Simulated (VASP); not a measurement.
# MgO (R-3m) in VASP: further runs, part 2 of 2

VASP 6.6.1. The steps go on from the part before.

### 3 Single point, PBE

INCAR reads:

```
SYSTEM = MgO
PREC = Accurate ; ENCUT = 600
EDIFF = 1E-6 ; ISMEAR = -1
SIGMA = 0.05 ; LREAL = .FALSE.
LASPH = .TRUE. ; NELM = 120
ALGO = Normal ; ISIF = 2
LWAVE = .FALSE. ; LCHARG = .TRUE.
GGA = PE ; LELF = .TRUE.
LVHAR = .TRUE. ; NBANDS = 11
GGA_COMPAT = .FALSE.
```

KPOINTS reads:

```
regular mesh
0
G
  8 8 8
  0 0 0
```

POSCAR reads:

```
MgO
1.0
    0.0140566667      2.1155283333      2.1155283333
    2.1155283333      0.0140566667      2.1155283333
    2.1155283333      2.1155283333      0.0140566667
Mg O
1 1
Direct
    0.0000000000      0.0000000000      0.0000000000
    0.5000000000      0.5000000000      0.5000000000
```

Potentials or basis: VASP PAW PBE potentials, release 64 (Mg, O).

Run with:

```
cat potpaw_PBE.64/Mg/POTCAR potpaw_PBE.64/O/POTCAR > POTCAR
mpirun -np 1 vasp_std > vasp.out
```

OUTCAR:

```text
SYSTEM = MgO
   PREC = Accurate
   ENCUT = 600
   EDIFF = 1E-6
   ISMEAR = -1
   LREAL = .FALSE.
   LASPH = .TRUE.
   NELM = 120
   ISIF = 2
   GGA = PE

 ion  position               nearest neighbor table
   1  0.000  0.000  0.000-   2 2.11   2 2.11   2 2.11   2 2.11   2 2.11   2 2.11
   2  0.500  0.500  0.500-   1 2.11   1 2.11   1 2.11   1 2.11   1 2.11   1 2.11

  LATTYP: Found a trigonal (rhomboedric) cell.
 ALAT       =     2.9918418822
 COS(alpha) =     0.5066333345

  Lattice vectors:

 A1 = (   0.0140566667,   2.1155283333,   2.1155283333)
 A2 = (   2.1155283333,   0.0140566667,   2.1155283333)
 A3 = (   2.1155283333,   2.1155283333,   0.0140566667)

Analysis of symmetry for initial positions (statically):
=====================================================================
 Subroutine PRICEL returns:
 Original cell was already a primitive cell.

 Routine SETGRP: Setting up the symmetry group for a
 trigonal (rhombohedral) supercell.

 Subroutine GETGRP returns: Found 12 space group operations
 (whereof 12 operations were pure point group operations)
 out of a pool of 12 trial point group operations.

The static configuration has the point symmetry D_3d.

Analysis of symmetry for dynamics (positions and initial velocities):
=====================================================================
 Subroutine PRICEL returns:
 Original cell was already a primitive cell.

 Routine SETGRP: Setting up the symmetry group for a
 trigonal (rhombohedral) supercell.

 Subroutine GETGRP returns: Found 12 space group operations
 (whereof 12 operations were pure point group operations)
 out of a pool of 12 trial point group operations.

The dynamic configuration has the point symmetry D_3d.

 Subroutine INISYM returns: Found 12 space group operations
 (whereof 12 operations are pure point group operations),
 and found     1 'primitive' translations
[... 118 lines left out ...]
  Thomas-Fermi vector in A             =   2.367283
   LORBIT       =      0    0 simple, 1 ext, 2 COOP (PROOUT), +10 PAW based schemes
   GGA     = PE    functional components
   LHFCALC =     F    Hartree Fock is set to
   AEXX    =    0.0000 exact exchange contribution
   IVDW    =     0    specifies the selected vdW correction
   LEPSILON=     F    determine dielectric tensor
   LRPA    =     F    only Hartree local field effects (RPA)
 non-spin polarized calculation
  energy-cutoff  :      600.00
  volume of cell :       18.75
 maximum number of plane-waves:       636
   NGX = 11   NGY = 11   NGZ = 11

 number of electron       8.0000005 magnetization

 Free energy of the ion-electron system (eV)
  ---------------------------------------------------
  ext. energy  EPLUGINS =         0.00000000
  ---------------------------------------------------
  free energy    TOTEN  =       -11.90932100 eV

  energy without entropy =      -11.90932100  energy(sigma->0) =      -11.90932100

 E-fermi :   4.1460     XC(G=0): -11.0618

 val. band max:        3.1847096132   @ k =   0.0000   0.0000   0.0000
 cond. band min:       7.8514839583   @ k =   0.0000   0.0000   0.0000
 fundamental gap:      4.6667743452
 Fermi energy:         4.1460184691

 k-point     1 :       0.0000    0.0000    0.0000
  band No.  band energies     occupation
      1     -14.0854      2.00000
      2       3.1090      2.00000
      3       3.1847      2.00000
      4       3.1847      2.00000
      5       7.8515      0.00000
      6      18.7515      0.00000
      7      19.0386      0.00000
      8      19.0386      0.00000
      9      22.8451      0.00000
     10      24.6209      0.00000
     11      24.6209      0.00000
[... 309 lines left out ...]
 k-point    24 :       0.3750    0.1250    0.1250
  band No.  band energies     occupation
      1     -13.2398      2.00000
      2       0.0066      2.00000
      3       2.1365      2.00000
      4       2.7668      2.00000
      5      11.1646      0.00000
      6      15.2538      0.00000
      7      18.6812      0.00000
      8      20.3891      0.00000
      9      22.3320      0.00000
     10      24.3622      0.00000
     11      26.6574      0.00000

 [... further k-points ...]

------------------------ aborting loop because EDIFF is reached ----------------------------------------

  FORCE on cell =-STRESS in cart. coord.  units (eV):
  Direction    XX          YY          ZZ          XY          YZ          ZX
  --------------------------------------------------------------------------------------
  -------------------------------------------------------------------------------------
  Total        0.3645829      0.3645829      0.3645829     -0.1159921     -0.1159921     -0.1159921
  in kB       31.1580707     31.1580707     31.1580707     -9.9129420     -9.9129420     -9.9129420
  external PRESSURE =      31.1580707 kB  Pullay stress =       0.0000000 kB

 VOLUME and BASIS-vectors are now :
 -----------------------------------------------------------------------------
  energy-cutoff  :      600.00
  volume of cell :       18.75
      direct lattice vectors                 reciprocal lattice vectors
     0.014056667  2.115528333  2.115528333    -0.238716342  0.237140657  0.237140657
     2.115528333  0.014056667  2.115528333     0.237140657 -0.238716342  0.237140657
     2.115528333  2.115528333  0.014056667     0.237140657  0.237140657 -0.238716342

 POSITION                                       TOTAL-FORCE (eV/Angst)
 -----------------------------------------------------------------------------------
      0.00000      0.00000      0.00000         0.000000     -0.000000     -0.000000
      2.12256      2.12256      2.12256         0.000000      0.000000      0.000000
 -----------------------------------------------------------------------------------
    total drift:                               -0.000000     -0.000000      0.000000

  FREE ENERGIE OF THE ION-ELECTRON SYSTEM (eV)
  ---------------------------------------------------
  free  energy   TOTEN  =       -11.9093209977 eV

  energy  without entropy=      -11.9093209976  energy(sigma->0) =      -11.90932100
```

OSZICAR:

```text
N       E                     dE             d eps       ncg     rms          rms(c)
DAV:   1     0.167864090485E+02    0.16786E+02   -0.49282E+03  1614   0.729E+02
DAV:   2    -0.127468405763E+02   -0.29533E+02   -0.28781E+02  1648   0.146E+02
DAV:   3    -0.134652009863E+02   -0.71836E+00   -0.71794E+00  1709   0.196E+01
DAV:   4    -0.134672456318E+02   -0.20446E-02   -0.20446E-02  1562   0.113E+00
DAV:   5    -0.134672521183E+02   -0.64865E-05   -0.64865E-05  1676   0.635E-02    0.721E+00
DAV:   6    -0.119273312294E+02    0.15399E+01   -0.87873E+00  1487   0.163E+01    0.223E+00
DAV:   7    -0.119151229675E+02    0.12208E-01   -0.55289E-02  1568   0.214E+00    0.135E+00
DAV:   8    -0.119097185541E+02    0.54044E-02   -0.28405E-02  1502   0.191E+00    0.240E-01
DAV:   9    -0.119093414890E+02    0.37707E-03   -0.55712E-04  1658   0.167E-01    0.136E-01
DAV:  10    -0.119093200541E+02    0.21435E-04   -0.49910E-04  1577   0.170E-01    0.846E-03
DAV:  11    -0.119093213147E+02   -0.12606E-05   -0.25952E-06  1649   0.137E-02    0.562E-03
DAV:  12    -0.119093209977E+02    0.31707E-06   -0.60599E-07   856   0.621E-03
   1 F= -.11909321E+02 E0= -.11909321E+02  d E =-.756407E-10
```

Run time: 18 s. Hardware: 1 thread of Intel Xeon 8259CL, shared host; peak memory 0.15 GiB.

Results:

* Free energy: -11.9093 eV
* Pressure: 3.1 GPa
* Band gap on the k mesh: 4.67 eV

Stress tensor (GPa, compression positive):
```
 3.12 -0.99 -0.99
-0.99  3.12 -0.99
-0.99 -0.99  3.12
```

Caveat: the cell stands under pressure.

### 4 Single point, PBE

INCAR reads:

```
SYSTEM = MgO
ALGO = Normal
EDIFF = 1E-6
ENCUT = 600
GGA = PE
GGA_COMPAT = .False.
ISIF = 2
ISMEAR = -1
LASPH = .True.
LCHARG = .False.
LREAL = .False.
LWAVE = .False.
NBANDS = 11
NELM = 120
PREC = Accurate
SIGMA = 0.05
```

KPOINTS reads:

```
k-points
0
Gamma
  8 8 8
  0 0 0
```

POSCAR reads:

```
MgO
1.0
    0.0281133333      2.1225566667      2.1225566667
    2.1225566667      0.0281133333      2.1225566667
    2.1225566667      2.1225566667      0.0281133333
Mg O
1 1
Direct
    0.0000000000      0.0000000000      0.0000000000
    0.5000000000      0.5000000000      0.5000000000
```

Run with:

```
cat potpaw_PBE.64/Mg/POTCAR potpaw_PBE.64/O/POTCAR > POTCAR
mpirun -np 1 vasp_std > vasp.out
```

Wall time 17 s (1 thread of Intel Xeon 8259CL, shared host); peak memory 0.15 GiB.

It converged, with:

* Free energy: -11.9058 eV
* Pressure: 3.1 GPa
* Band gap on the k mesh: 4.64 eV

Stress tensor (GPa, compression positive):
```
 3.14 -2.01 -2.01
-2.01  3.14 -2.01
-2.01 -2.01  3.14
```

Levels at points of the mesh, in eV from the valence-band top:
```tsv
k point	band 1	band 2	band 3	band 4	band 5	band 6	band 7	band 8	band 9
(0.00, 0.00, 0.00)	-17.30	-0.15	0.00	0.00	4.64	15.36	15.92	15.92	19.63
(0.50, 0.00, 0.00)	-16.00	-4.63	-0.78	-0.67	7.78	12.58	16.01	16.26	20.73
(0.50, 0.50, 0.00)	-15.76	-4.12	-1.47	-1.31	9.04	9.91	13.00	18.74	19.00
(0.50, 0.50, 0.50)	-16.07	-4.73	-0.61	-0.61	7.96	12.29	16.51	16.51	20.97
```

Caveat: the cell stands under pressure.

### 5 Single point, PBE

INCAR reads:

```
SYSTEM = MgO
PREC = Accurate
ENCUT = 600
EDIFF = 1E-6
ISMEAR = -1
SIGMA = 0.05
LREAL = .FALSE.
LASPH = .TRUE.
NELM = 120
ALGO = Normal
ISIF = 2
LWAVE = .FALSE.
LCHARG = .FALSE.
GGA = PE
NBANDS = 11
GGA_COMPAT = .FALSE.
```

KPOINTS reads:

```
Automatic mesh
0
G
  8 8 8
  0 0 0
```

POSCAR reads:

```
MgO
1.0
    0.0421700000      2.1295850000      2.1295850000
    2.1295850000      0.0421700000      2.1295850000
    2.1295850000      2.1295850000      0.0421700000
Mg O
1 1
Direct
    0.0000000000      0.0000000000      0.0000000000
    0.5000000000      0.5000000000      0.5000000000
```

Run with:

```
cat potpaw_PBE.64/Mg/POTCAR potpaw_PBE.64/O/POTCAR > POTCAR
mpirun -np 1 vasp_std > vasp.out
```

It took 15 s on 1 thread of Intel Xeon 8259CL, shared host; peak memory 0.15 GiB.

Results (log left out):

```
Free energy            : -11.8998 eV
Pressure               : 3.2 GPa
Band gap on the k mesh : 4.60 eV
```

Stress tensor (GPa, compression positive):
```
 3.17 -3.05 -3.05
-3.05  3.17 -3.05
-3.05 -3.05  3.17
```

Levels at points of the mesh, in eV from the valence-band top:
```csv
k point,band 2,band 3,band 4,band 5,band 6,band 7
"(0.00, 0.00, 0.00)",-0.23,0.00,0.00,4.60,15.16,15.99
"(0.50, 0.00, 0.00)",-4.64,-0.85,-0.69,7.72,12.59,15.89
"(0.50, 0.50, 0.00)",-4.15,-1.54,-1.30,8.97,9.92,12.96
"(0.50, 0.50, 0.50)",-4.79,-0.60,-0.60,8.00,12.16,16.63
```

Caveat: the cell stands under pressure.

### 6 The runs side by side

```tsv
cell	gap on the mesh (eV)	pressure (GPa)
a = 2.972 Å, angles 60.4°, 2 atoms	4.64	3.1
a = 2.992 Å, angles 59.6°, 2 atoms	4.67	3.1
a = 3.002 Å, angles 59.1°, 2 atoms	4.64	3.1
a = 3.012 Å, angles 58.7°, 2 atoms	4.60	3.2
```

Alike in all rows: task single point; level PBE; potentials or basis VASP PAW PBE potentials, release 64 (Mg, O); no spin polarisation; k mesh 8 × 8 × 8; cutoff (eV) 600; smearing fermi-dirac 0.05 eV.

Caveats: the cell stands under pressure.

Absolute energies hang on the potentials; compare differences alone.
